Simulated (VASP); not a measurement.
# Sn: single point with r2SCAN

Sn:

```xyz
2
Lattice="-2.8449 2.8449 1.5507 2.8449 -2.8449 1.5507 2.8449 2.8449 -1.5507" Properties=species:S:1:pos:R:3 pbc="T T T"
Sn    0.0000    2.8449    0.7754
Sn    0.0000    0.0000    0.0000
```

```
Program             : VASP 6.6.1
Task                : single point
Functional          : r2SCAN
Potentials or basis : VASP PAW PBE potentials, release 64 (Sn_d)
Cutoff              : 520 eV
k mesh              : 14 × 14 × 14
Occupations         : gaussian, width 0.1 eV
Spin                : no spin polarisation
```

The pressure is 6.4 GPa and the band gap on the k mesh is zero (bands 14 and 15 overlap by 4.72 eV).

Levels at points of the mesh, in eV from the Fermi level:
| k point | band 12 | band 13 | band 14 | band 15 | band 16 | band 17 |
| --- | --- | --- | --- | --- | --- | --- |
| (0.00, 0.00, 0.00) | -3.38 | -2.38 | -2.38 | 3.24 | 6.99 | 6.99 |
| (0.50, 0.00, 0.00) | -5.93 | -2.24 | -2.06 | -1.42 | 2.44 | 3.25 |
| (0.50, 0.50, 0.00) | -9.76 | 0.55 | 0.55 | 1.99 | 1.99 | 6.77 |
| (0.50, 0.50, 0.50) | -8.09 | -5.52 | -5.52 | 5.62 | 5.62 | 10.80 |

Run time: 9.3 min on 1 thread of AMD EPYC 9R45 96-Core Processor (Zen 5) (shared host), peak memory 0.3 GiB.

Caveat: the cell stands under pressure; the PAW data sets were made with another functional, which shifts forces and pressure a little; spin-orbit coupling is left out, which moves the levels of the heavy elements.
